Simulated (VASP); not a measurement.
# KH16O8F in VASP: further runs

KH16O8F is run at these levels: LDA; tasks: single point.

All numbers are computed with VASP 6.6.1; they aren't measurements. Logs are shortened: lines on timing, memory, paths and dates and some standing lists are left out, and cuts for length are marked.

**1. The cell of the first run**

The cell holds a disordered packing, 26 atoms: a = 7.174 Å, b = 7.174 Å, c = 7.174 Å, α = 90.00°, β = 90.00°, γ = 90.00°.

**2. Single point, LDA**

The input, INCAR:

```
PREC = Accurate ; ENCUT = 520
EDIFF = 1E-6 ; ISMEAR = -1
SIGMA = 0.05 ; LREAL = F
LASPH = T ; NELM = 120
ALGO = Normal ; ISIF = 2
LWAVE = F ; LCHARG = F
NBANDS = 59 ; GGA_COMPAT = F
```

The input, KPOINTS:

```
Automatic mesh
0
Gamma
  1 1 1
```

The input, POSCAR:

```
KH16O8F
1.0
    7.1738770000      0.0000000000      0.0000000000
    0.0000000000      7.1738770000      0.0000000000
    0.0000000000      0.0000000000      7.1738770000
O H K F
8 16 1 1
Direct
    0.8745201514     -0.1015489951      0.5931520710
    0.5662907240      0.6782803775      0.6063806224
    0.1763202798      0.2722656104      0.8373436010
    0.3334459177      0.4996182678      0.3967729026
    0.8730007498      0.1500722692     -0.0149988632
    1.0348658055      0.8737534809      0.1424892007
    0.4286524567      0.7129896428      0.1397988842
    0.7510443795      0.6373959297      0.2418915184
    0.8924463020     -0.0288546904      0.7096581109
    0.7516995343     -0.1754142147      0.6002193793
    0.4997576624      0.6499275078      0.7224405994
    0.4943212715      0.5944902596      0.5217820155
    0.2565279555      0.3892037736      0.8360472308
    0.2551479486      0.1639002174      0.8411072562
    0.3712218651      0.5880362878      0.2720704579
    0.3514138868      0.3666079025      0.3772018952
    0.9725564015      0.2282308437     -0.0743809798
    0.8262059692      0.2273387180      0.0825634451
    1.1059988901      0.7939639891      0.0512832880
    0.9566654126      0.9772121825      0.0747991637
    0.5641161676      0.6903380139      0.1700335816
    0.3968007815      0.6484917430      0.0111097528
    0.8460975843      0.7358503638      0.2063737641
    0.7360315768      0.6609675633      0.3751249150
    0.2091755964      0.8360054124      0.4388700838
    0.3276889191      0.5839659643      0.8377478454
```

Potentials or basis: VASP PAW LDA potentials, release 64 (O, H, K_sv, F).

On the command line:

```
$ cat potpaw_LDA.64/O/POTCAR potpaw_LDA.64/H/POTCAR potpaw_LDA.64/K_sv/POTCAR potpaw_LDA.64/F/POTCAR > POTCAR
$ mpirun -np 1 vasp_gam > vasp.out
```

OUTCAR:

```text
PREC = Accurate
   ENCUT = 520
   EDIFF = 1E-6
   ISMEAR = -1
   LREAL = F
   LASPH = T
   NELM = 120
   ISIF = 2

 ion  position               nearest neighbor table
   1  0.875  0.898  0.593-   9 0.99  10 1.03  25 2.68
   2  0.566  0.678  0.606-  11 0.98  12 1.00
   3  0.176  0.272  0.837-  14 0.96  13 1.02
   4  0.333  0.500  0.397-  16 0.97  15 1.13  25 2.59
   5  0.873  0.150  0.985-  18 0.95  17 1.00
   6  0.035  0.874  0.142-  19 1.01  20 1.05  25 2.48
   7  0.429  0.713  0.140-  21 1.01  22 1.06  15 1.37  25 2.80
   8  0.751  0.637  0.242-  24 0.98  23 1.01
   9  0.892  0.971  0.710-   1 0.99
  10  0.752  0.825  0.600-   1 1.03
  11  0.500  0.650  0.722-   2 0.98
  12  0.494  0.594  0.522-   2 1.00
  13  0.257  0.389  0.836-   3 1.02
  14  0.255  0.164  0.841-   3 0.96
  15  0.371  0.588  0.272-   4 1.13   7 1.37
  16  0.351  0.367  0.377-   4 0.97
  17  0.973  0.228  0.926-   5 1.00
  18  0.826  0.227  0.083-   5 0.95
  19  0.106  0.794  0.051-   6 1.01
  20  0.957  0.977  0.075-   6 1.05
  21  0.564  0.690  0.170-   7 1.01
  22  0.397  0.648  0.011-   7 1.06
  23  0.846  0.736  0.206-   8 1.01
  24  0.736  0.661  0.375-   8 0.98
  25  0.209  0.836  0.439-   6 2.48   4 2.59   1 2.68   7 2.80
  26  0.328  0.584  0.838-

  LATTYP: Found a simple cubic cell.
 ALAT       =     7.1738770000

  Lattice vectors:

 A1 = (   7.1738770000,   0.0000000000,   0.0000000000)
 A2 = (   0.0000000000,   7.1738770000,   0.0000000000)
 A3 = (   0.0000000000,   0.0000000000,   7.1738770000)

Analysis of symmetry for initial positions (statically):
=====================================================================
 Subroutine PRICEL returns:
 Original cell was already a primitive cell.

 Routine SETGRP: Setting up the symmetry group for a
 simple cubic supercell.

 Subroutine GETGRP returns: Found  1 space group operations
 (whereof  1 operations were pure point group operations)
 out of a pool of 48 trial point group operations.

The static configuration has the point symmetry C_1 .

Analysis of symmetry for dynamics (positions and initial velocities):
=====================================================================
 Subroutine PRICEL returns:
 Original cell was already a primitive cell.

 Routine SETGRP: Setting up the symmetry group for a
 simple cubic supercell.

 Subroutine GETGRP returns: Found  1 space group operations
 (whereof  1 operations were pure point group operations)
 out of a pool of 48 trial point group operations.

The dynamic configuration has the point symmetry C_1 .

 Subroutine INISYM returns: Found  1 space group operations
 (whereof  1 operations are pure point group operations),
 and found     1 'primitive' translations

----------------------------------------------------------------------------------------

                                     Primitive cell

  volume of cell :     369.2001

  direct lattice vectors                    reciprocal lattice vectors
     7.173877000  0.000000000  0.000000000     0.139394640  0.000000000  0.000000000
     0.000000000  7.173877000  0.000000000     0.000000000  0.139394640  0.000000000
     0.000000000  0.000000000  7.173877000     0.000000000  0.000000000  0.139394640

  length of vectors
     7.173877000  7.173877000  7.173877000     0.139394640  0.139394640  0.139394640

  position of ions in fractional coordinates (direct lattice)
     0.874520151  0.898451005  0.593152071
     0.566290724  0.678280378  0.606380622
     0.176320280  0.272265610  0.837343601
     0.333445918  0.499618268  0.396772903
     0.873000750  0.150072269  0.985001137
     0.034865805  0.873753481  0.142489201
[... 18 lines left out ...]
     0.209175596  0.836005412  0.438870084
     0.327688919  0.583965964  0.837747845

  ion indices of the primitive-cell ions
   primitive index   ion index
                 1           1
                 2           2
                 3           3
                 4           4
                 5           5
                 6           6
[... 18 lines left out ...]
                25          25
                26          26

----------------------------------------------------------------------------------------

 KPOINTS: Automatic mesh

Automatic generation of k-mesh.
 Grid dimensions read from file:
 generate k-points for:    1    1    1

 Generating k-lattice:

  Cartesian coordinates                     Fractional coordinates (reciprocal lattice)
     0.139394640  0.000000000  0.000000000     1.000000000  0.000000000  0.000000000
     0.000000000  0.139394640  0.000000000     0.000000000  1.000000000  0.000000000
     0.000000000  0.000000000  0.139394640     0.000000000  0.000000000  1.000000000

  Length of vectors
     0.139394640  0.139394640  0.139394640

  Shift w.r.t. Gamma in fractional coordinates (k-lattice)
     0.000000000  0.000000000  0.000000000

 Subroutine IBZKPT returns following result:
 ===========================================

 Found      1 irreducible k-points:

 Following reciprocal coordinates:
            Coordinates               Weight
  0.000000  0.000000  0.000000      1.000000
   k-points           NKPTS =      1   k-points in BZ     NKDIM =      1   number of bands    NBANDS=     59
   number of dos      NEDOS =    301   number of ions     NIONS =     26
   total plane-waves  NPLWV = 157464
   dimension x,y,z NGX =    54 NGY =   54 NGZ =   54
   dimension x,y,z NGXF=   108 NGYF=  108 NGZF=  108
   ions per type =               8  16   1   1
   NGX,Y,Z   is equivalent  to a cutoff of  12.51, 12.51, 12.51 a.u.
   NGXF,Y,Z  is equivalent  to a cutoff of  25.03, 25.03, 25.03 a.u.
 SYSTEM =  unknown system
   PREC   = accura    normal or accurate (medium, high low for compatibility)
   ISTART =      0    job   : 0-new  1-cont  2-samecut
   ICHARG =      2    charge: 1-file 2-atom 10-const
   ISPIN  =      1    spin polarized calculation?
   LNONCOLLINEAR =      F non collinear calculations
   LSORBIT =      F    spin-orbit coupling
   LASPH  =      T    aspherical Exc in radial PAW
   ENCUT  =  520.0 eV  38.22 Ry    6.18 a.u.  13.34 13.34 13.34*2*pi/ulx,y,z
   NELM   =    120;   NELMIN=  2; NELMDL= -5     # of ELM steps
   EDIFF  = 0.1E-05   stopping-criterion for ELM
   LREAL  =      F    real-space projection
   EDIFFG = 0.1E-04   stopping-criterion for IOM
   NSW    =      0    number of steps for IOM
   IBRION =     -1    ionic relax: 0-MD 1-quasi-New 2-CG
   NFREE  =      0    steps in history (QN), initial steepest desc. (CG)
   ISIF   =      2    stress and relaxation
   ISYM   =      2    0-nonsym 1-usesym 2-fastsym
   POTIM  = 0.5000    time-step for ionic-motion
   TEBEG  =    0.0;   TEEND  =   0.0 temperature during run
   PSTRESS=    0.0 pullay stress
   NELECT =      80.0000    total number of electrons
   NUPDOWN=      -1.0000    fix difference up-down
   EMIN   =  10.00;   EMAX   =-10.00  energy-range for DOS
   EFERMI =   0.00;   METHOD = LEGACY
   ISMEAR =    -1;   SIGMA  =   0.05  broadening in eV -4-tet -1-fermi 0-gaus
   EFERMI_NEDOS =   21; number of points for ismear=-14 and -15
   IALGO  =     38    algorithm
   IMIX   =      4    mixing-type and parameters
     AMIX     =   0.40;   BMIX     =  1.00
     AMIX_MAG =   1.60;   BMIX_MAG =  1.00
  volume/ion in A,a.u.               =      14.20        95.83
  Fermi-wavevector in a.u.,A,eV,Ry     =   0.983296  1.858160 13.155077  0.966871
  Thomas-Fermi vector in A             =   2.114443
   LORBIT       =      0    0 simple, 1 ext, 2 COOP (PROOUT), +10 PAW based schemes
   GGA     = CA    functional components
   LHFCALC =     F    Hartree Fock is set to
   AEXX    =    0.0000 exact exchange contribution
   IVDW    =     0    specifies the selected vdW correction
   LEPSILON=     F    determine dielectric tensor
   LRPA    =     F    only Hartree local field effects (RPA)
 non-spin polarized calculation
  energy-cutoff  :      520.00
  volume of cell :      369.20
 maximum number of plane-waves:      4922
 NGX is ok and might be reduce to    54
   NGX = 27   NGY = 27   NGZ = 27

 number of electron      79.9999996 magnetization

 Free energy of the ion-electron system (eV)
  ---------------------------------------------------
  ext. energy  EPLUGINS =         0.00000000
  ---------------------------------------------------
  free energy    TOTEN  =      -132.64938249 eV

  energy without entropy =     -132.64938249  energy(sigma->0) =     -132.64938249

 E-fermi :  -3.1211     XC(G=0):  -6.2103

 val. band max:       -4.4322896458   @ k =   0.0000   0.0000   0.0000
 cond. band min:      -0.0046873482   @ k =   0.0000   0.0000   0.0000
 fundamental gap:      4.4276022976
 Fermi energy:        -3.1210628973

 k-point     1 :       0.0000    0.0000    0.0000
  band No.  band energies     occupation
      1     -31.1407      2.00000
      2     -24.4494      2.00000
      3     -23.2738      2.00000
      4     -22.9897      2.00000
      5     -22.2760      2.00000
      6     -22.2376      2.00000
[... 44 lines left out ...]
     51       4.9360      0.00000
     52       5.1610      0.00000
 [bands above 52 left out]

------------------------ aborting loop because EDIFF is reached ----------------------------------------

  FORCE on cell =-STRESS in cart. coord.  units (eV):
  Direction    XX          YY          ZZ          XY          YZ          ZX
  --------------------------------------------------------------------------------------
  -------------------------------------------------------------------------------------
  Total       -0.7788961     -3.2316438      0.4940370     -0.8655025     -0.1110779     -0.0905162
  in kB       -3.3800905    -14.0240124      2.1439184     -3.7559267     -0.4820329     -0.3928032
  external PRESSURE =      -5.0867281 kB  Pullay stress =       0.0000000 kB

 VOLUME and BASIS-vectors are now :
 -----------------------------------------------------------------------------
  energy-cutoff  :      520.00
  volume of cell :      369.20
      direct lattice vectors                 reciprocal lattice vectors
     7.173877000  0.000000000  0.000000000     0.139394640  0.000000000  0.000000000
     0.000000000  7.173877000  0.000000000     0.000000000  0.139394640  0.000000000
     0.000000000  0.000000000  7.173877000     0.000000000  0.000000000  0.139394640

 POSITION                                       TOTAL-FORCE (eV/Angst)
 -----------------------------------------------------------------------------------
      6.27370      6.44538      4.25520        -0.268293     -0.100999      0.328790
      4.06250      4.86590      4.35010         1.133970      0.877494     -0.847035
      1.26490      1.95320      6.00700        -0.553386      0.082753     -0.122423
      2.39210      3.58420      2.84640         0.265126      0.710716     -0.459750
      6.26280      1.07660      7.06628        -0.023096     -0.750848     -0.620112
      0.25012      6.26820      1.02220        -0.247015     -0.669827     -0.897131
[... 18 lines left out ...]
      1.50060      5.99740      3.14840        -0.090288     -0.073756      0.461430
      2.35080      4.18930      6.00990         0.113231      0.016160      0.438930
 -----------------------------------------------------------------------------------
    total drift:                                0.001924      0.001535      0.001079

  FREE ENERGIE OF THE ION-ELECTRON SYSTEM (eV)
  ---------------------------------------------------
  free  energy   TOTEN  =      -132.6493824880 eV

  energy  without entropy=     -132.6493824880  energy(sigma->0) =     -132.64938249
```

Run time: 46 s. Hardware: 1 thread of Intel Xeon 8259CL, shared host; peak memory 0.31 GiB.

Results:

```
Free energy   : -132.6494 eV
Pressure      : -0.5 GPa
Largest force : 1.665 eV/Å
```

Forces on the atoms (eV/Å):
```
O   -0.268 -0.101  0.329
O    1.134  0.877 -0.847
O   -0.553  0.083 -0.122
O    0.265  0.711 -0.460
O   -0.023 -0.751 -0.620
O   -0.247 -0.670 -0.897
O   -1.163 -0.346 -0.267
O    0.657  0.546 -0.086
H   -0.580 -0.396 -0.547
H    0.657  0.399  0.402
H   -0.564 -0.157  0.992
H   -0.416 -0.474 -0.562
H   -0.136  0.452 -0.051
H    0.427 -0.369  0.160
H   -0.138 -0.949  0.205
H   -0.014  0.219 -0.207
H    0.871 -0.056 -0.324
H   -0.693  0.655  0.916
H   -0.631  0.829  0.578
H    0.718 -0.177 -0.037
H    0.738 -0.009 -0.107
H   -0.100  0.343  0.272
H    0.208 -0.321 -0.236
H   -0.172 -0.279  0.616
K   -0.090 -0.074  0.461
F    0.113  0.016  0.439
```

Levels at points of the mesh, in eV from the Fermi level:
```
           k point  band 36  band 37  band 38  band 39  band 40  band 41  band 42  band 43  band 44  band 45
(0.00, 0.00, 0.00)    -1.71    -1.68    -1.56    -1.43    -1.31     3.12     5.44     5.68     6.41     6.48
```

Caveat: the k points lie up to 0.88 Å⁻¹ apart, too coarse for converged energies, forces and pressures.

**3. Single point, LDA**

The input, INCAR:

```
SYSTEM = KH16O8F
PREC = Accurate ; ENCUT = 520
EDIFF = 1E-6 ; ISMEAR = -1
SIGMA = 0.05 ; LREAL = .False.
LASPH = .True. ; NELM = 120
ALGO = Normal ; ISIF = 2
LWAVE = .False. ; LCHARG = .False.
NBANDS = 59 ; GGA_COMPAT = .False.
```

The input, KPOINTS:

```
Automatic mesh
0
Gamma
  1 1 1
  0 0 0
```

The input, POSCAR:

```
KH16O8F
1.0
    7.1738770000      0.0000000000      0.0000000000
    0.0000000000      7.1738770000      0.0000000000
    0.0000000000      0.0000000000      7.1738770000
O H K F
8 16 1 1
Direct
    0.8828280719     -0.1088532742      0.6056557702
    0.5870326464      0.6793815952      0.6058230438
    0.1961561371      0.2663134592      0.7876215330
    0.3374744228      0.4833648528      0.4089281152
    0.8863408168      0.1679844804     -0.0248540643
    1.0488331484      0.8753286403      0.1478280155
    0.3866249728      0.6998726072      0.1509365159
    0.7573031988      0.6567857241      0.2457109315
    0.8815317018     -0.0332595610      0.7177848184
    0.7722602437     -0.1832900118      0.6372704745
    0.5206389795      0.6809706941      0.7300933651
    0.5057516319      0.5908381200      0.5411578704
    0.2504782282      0.3970935102      0.7894476027
    0.2742310748      0.1931870312      0.8765134947
    0.3324422763      0.5355820848      0.2755274449
    0.2217071745      0.4147826900      0.4291960958
    0.9921552879      0.2219999033     -0.1075708435
    0.8382775450      0.2729625836      0.0463208388
    1.1639591813      0.8182047169      0.1105399493
    0.9879595092      0.9799721963      0.0731961253
    0.5251693052      0.6992174524      0.1735742054
    0.3761564354      0.6560329930      0.0125594570
    0.8565800612      0.7446461655      0.1929221814
    0.7380527991      0.6999841230      0.3714170176
    0.1947343117      0.8248956596      0.4613126208
    0.3155058276      0.6091127573      0.8063840515
```

Potentials or basis: VASP PAW LDA potentials, release 64 (O, H, K_sv, F).

On the command line:

```
$ cat potpaw_LDA.64/O/POTCAR potpaw_LDA.64/H/POTCAR potpaw_LDA.64/K_sv/POTCAR potpaw_LDA.64/F/POTCAR > POTCAR
$ mpirun -np 1 vasp_gam > vasp.out
```

It took 44 s on 1 thread of Intel Xeon 8259CL, shared host; peak memory 0.3 GiB.

The run converged. Its results:

```
Free energy   : -132.5124 eV
Pressure      : -0.7 GPa
Largest force : 2.274 eV/Å
```

Forces on the atoms (eV/Å):
```
O    0.161  0.274  0.466
O    0.405  0.777  0.866
O    0.212 -0.737  0.743
O   -0.522 -0.342 -0.375
O    1.018 -0.232 -0.822
O   -2.085  0.721  0.549
O    0.047 -0.239 -1.574
O    0.245  0.417 -1.382
H    0.476  0.893  0.348
H   -0.674 -1.000 -0.820
H   -0.197 -0.240 -0.591
H   -0.483 -0.725 -0.618
H   -0.007  0.516  0.100
H   -0.408  0.558 -0.721
H    0.440  0.143  0.554
H    0.189 -0.210  0.342
H   -0.339 -0.112  0.439
H   -0.130  0.078  0.170
H    1.118 -0.162 -0.993
H    0.621 -0.092  0.032
H    0.396  0.018  0.280
H   -0.453  0.166  0.093
H   -0.235 -0.534  0.285
H   -0.199  0.171  1.165
K    0.283  0.014  0.668
F    0.121 -0.122  0.798
```

Stress tensor (GPa, compression positive):
```
-1.08  0.37 -0.58
 0.37 -0.70  0.42
-0.58  0.42 -0.45
```

Levels at points of the mesh, in eV from the Fermi level:
```csv
k point,band 36,band 37,band 38,band 39,band 40,band 41,band 42,band 43,band 44,band 45
"(0.00, 0.00, 0.00)",-1.80,-1.79,-1.74,-1.60,-1.31,3.15,5.72,5.77,6.33,6.60
```

Caveat: the k points lie up to 0.88 Å⁻¹ apart, too coarse for converged energies, forces and pressures.
